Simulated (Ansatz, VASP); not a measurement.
**Si3N4 in VASP and in Ansatz**

```xyz
14
Lattice="7.6140 0.0000 0.0000 -3.8070 6.5939 0.0000 0.0000 0.0000 2.9123" Properties=species:S:1:pos:R:3 pbc="T T T"
Si   -1.5742    5.0991    0.7281
Si    2.4110    1.1862    2.1842
Si    0.1782    2.6811    0.7281
Si    5.3812    1.4948    2.1842
Si    1.3960    5.4077    0.7281
Si    3.6288    3.9128    2.1842
N     0.0000    4.3959    0.7281
N     3.8070    2.1980    2.1842
N     2.4296    0.2176    0.7281
N     1.0264    2.2129    2.1842
N     6.2107    1.9953    0.7281
N     1.3774    6.3763    2.1842
N     2.7806    4.3810    0.7281
N    -2.4037    4.5986    2.1842
```

Alike in both runs: task relaxation of the atoms; functional PBE; k mesh 4 × 4 × 9; occupations fermi-dirac, width 0.02 eV; no spin polarisation.

|  | VASP | Ansatz |
| --- | --- | --- |
| version | VASP 6.6.1 | Ansatz 0.2.0 |
| potentials or method | VASP PAW PBE potentials, release 64 (Si, N) | plane-wave PAW, scalar-relativistic |
| plane-wave cutoff (eV) | 520 | 420 |
| valence electrons in the cell | 64 | 64 |

|  | VASP | Ansatz | Ansatz less VASP |
| --- | --- | --- | --- |
| gap on the k mesh at the Fermi level, each at its own relaxed structure (eV) | 4.32 | 4.33 | +0.012 |

Ansatz's warnings: stress scf threshold loose.
